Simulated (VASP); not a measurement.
Input of a VASP 6.6.1 run:

File INCAR:

```
  PREC = Accurate
  ENCUT = 520
  EDIFF = 1E-7
  ISMEAR = -1
  SIGMA = 0.05
  LREAL = False
  LASPH = True
  NELM = 150
  ALGO = Normal
  ISIF = 2
  LWAVE = False
  LCHARG = False
  ISPIN = 2
  MAGMOM = 7 7 0 0
  LORBIT = 11
  LMAXMIX = 6
  GGA = PE
  NBANDS = 37
```

The input KPOINTS:

```
Automatic mesh
0
Gamma
  8 8 3
```

POSCAR

```
GdCl
1.0
    3.6683354953      0.0000000000      0.0000000000
   -1.8341677476      3.1768717285      0.0000000000
    0.0000000000      0.0000000000      9.5362070000
Gd Cl
2 2
Direct
    0.6666666667      0.3333333333      0.8317670000
    0.3333333333      0.6666666667      0.3317670000
    0.6666666667      0.3333333333      0.5432320000
    0.3333333333      0.6666666667      0.0432320000
```

Potentials or basis: VASP PAW PBE potentials, release 64 (Gd, Cl).

Command:

```bash
$ cat potpaw_PBE.64/Gd/POTCAR potpaw_PBE.64/Cl/POTCAR > POTCAR
$ mpirun -np 1 vasp_std > vasp.out
```

Predict the largest force.

0.015 eV/Å.

Predict the net moment.

14.05 μB per cell.

Forces in eV/Å, atoms in the order of the input:
```
Gd   0.000  0.000 -0.015
Gd   0.000  0.000 -0.015
Cl   0.000  0.000  0.015
Cl   0.000  0.000  0.015
```

 The state reached can hang on the start; a lower one may exist.
